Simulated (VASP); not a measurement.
C, 8 atoms in the cell. The typed cell holds 8 atoms: a = 3.894 Å, b = 3.238 Å, c = 3.515 Å, α = 89.51°, β = 83.48°, γ = 94.30°.  This cell differs from its parent crystal: atoms moved at random and the cell strained at random.

| Item | Value |
| --- | --- |
| Program | VASP 6.6.1 |
| Task | single point |
| Functional | r2SCAN |
| Potentials or basis | VASP PAW PBE potentials, release 64 (C) |
| Cutoff | 520 eV |
| k mesh | 6 × 6 × 6 |
| Occupations | gaussian, width 0.05 eV |
| Spin | no spin polarisation |
| Dipole correction | no |
| Further INCAR settings | ALGO = Normal; EDIFF = 1e-06; NBANDS = 26 |

Potentials or basis: VASP PAW PBE potentials, release 64 (C).

Launch:

```bash
$ cat potpaw_PBE.64/C/POTCAR > POTCAR
$ cp INCAR.step1 INCAR
$ mpirun -np 1 vasp_std > vasp.out
$ cp INCAR.step2 INCAR
$ mpirun -np 1 vasp_std > vasp.out
```

Hardware: 1 thread of Intel(R) Xeon(R) Platinum 8559C (Emerald Rapids) (shared host).

Task: How long does it take, and how much memory?

Result: Run time: 3 min on 1 thread of Intel(R) Xeon(R) Platinum 8559C (Emerald Rapids), with other jobs on the host, peak memory 0.2 GiB. Counts: k points 112.
